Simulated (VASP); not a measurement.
Write the native input for VASP 6.6.1 that does the following.

- Task: relaxation of cell and atoms
- Functional: r2SCAN
- Potentials or basis: VASP PAW PBE potentials, release 64 (Cs_sv, H)
- Cutoff: 600 eV
- k mesh: 6 × 6 × 6
- Occupations: gaussian, width 0.02 eV
- Spin: no spin polarisation
- Target pressure: -1 GPa
- Dipole correction: no
- Further INCAR settings: ALGO = Normal; EDIFF = 1e-06; IBRION = 2; EDIFFG = -0.008; NSW = 70; ISIF = 3

CsH:

```
Cs H
1.0
     0.00000    3.19859    3.19859
     3.19859    0.00000    3.19859
     3.19859    3.19859    0.00000
Cs H
1 1
Cartesian
  0.0000 0.0000 0.0000
  3.1986 3.1986 3.1986
```

These files were run (other wordings do the same):

POSCAR

```
CsH
1.0
    0.0000000000      3.1985863239      3.1985863239
    3.1985863239      0.0000000000      3.1985863239
    3.1985863239      3.1985863239      0.0000000000
Cs H
1 1
Direct
    0.0000000000      0.0000000000      0.0000000000
    0.5000000000      0.5000000000      0.5000000000
```

INCAR.step1

```
ALGO = Normal
EDIFF = 1E-4
ENCUT = 600
GGA = PE
ISMEAR = 0
LASPH = True
LCHARG = False
LREAL = False
LWAVE = True
NELM = 80
PREC = Accurate
SIGMA = 0.02
```

INCAR.step2

```
ALGO = Normal
EDIFF = 1E-6
EDIFFG = -0.008
ENCUT = 600
IBRION = 2
ISIF = 3
ISMEAR = 0
ISTART = 1
LASPH = True
LCHARG = False
LMIXTAU = True
LREAL = False
LWAVE = False
METAGGA = R2SCAN
NELM = 80
NSW = 70
PREC = Accurate
PSTRESS = -10.0
SIGMA = 0.02
```

KPOINTS

```
k-points
0
Gamma
  6 6 6
```

Potentials or basis: VASP PAW PBE potentials, release 64 (Cs_sv, H).

Launch:

```sh
$ cat potpaw_PBE.64/Cs_sv/POTCAR potpaw_PBE.64/H/POTCAR > POTCAR
$ cp INCAR.step1 INCAR
$ mpirun -np 1 vasp_std > vasp.out
$ cp INCAR.step2 INCAR
$ mpirun -np 1 vasp_std > vasp.out
```

It gave:

```
Relaxed volume                                             : 37.15 Å³/atom
Relaxed cell                                               : a = 4.719 Å, b = 4.719 Å, c = 4.719 Å, α = 60.00°, β = 60.00°, γ = 60.00°
Space group after relaxing (to 0.1 Å)                      : Fm-3m (No. 225)
Energy change on relaxing (the run minimises the enthalpy) : +15.6 meV/atom
Ionic steps                                                : 4
Pressure after relaxing                                    : -1.0 GPa
Band gap on the k mesh                                     : 2.79 eV
```

Caveat: the cell is relaxed towards a set pressure, so the run minimises the enthalpy, not the energy; the PAW data sets were made with another functional, which shifts forces and pressure a little; spin-orbit coupling is left out, which moves the levels of the heavy elements.

It took 3.3 min on 1 thread of Intel(R) Xeon(R) Platinum 8375C CPU @ 2.90GHz (Ice Lake) (shared host), peak memory 0.24 GiB.
